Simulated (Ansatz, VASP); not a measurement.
**P: VASP beside Ansatz**

```xyz
4
Lattice="1.6477 -5.4650 0.0000 1.6477 5.4650 0.0000 0.0000 0.0000 4.5436" Properties=species:S:1:pos:R:3 pbc="T T T"
P     1.6477   -4.4173    2.6754
P     1.6477    4.4173    1.8683
P     1.6477   -1.0477    0.4035
P     1.6477    1.0477    4.1401
```

Alike in both runs: task single point; functional PBE; k mesh 8 × 8 × 6; occupations gaussian, width 0.019 eV; no spin polarisation.

|  | VASP | Ansatz |
| --- | --- | --- |
| version | VASP 6.6.1 | Ansatz 0.2.0 |
| potentials or method | VASP PAW PBE potentials, release 64 (P) | Ansatz PAW |
| plane-wave cutoff (eV) | 520 | 420 |
| valence electrons in the cell | 20 | 20 |

```tsv
	VASP	Ansatz	Ansatz less VASP
gap on the k mesh at the Fermi level (eV)	0.11	0.10	-0.015
least direct gap on the mesh (eV)	0.11	0.10	-0.015
pressure (GPa)	1.7	2.0	+0.34
traceless stress, the component that is largest in VASP (GPa)	0.20	0.22	+0.019
rms of the force components (eV/Å)	0.166	0.195	+0.0290
```

Atom by atom the forces differ by 0.031 eV/Å (rms over components).
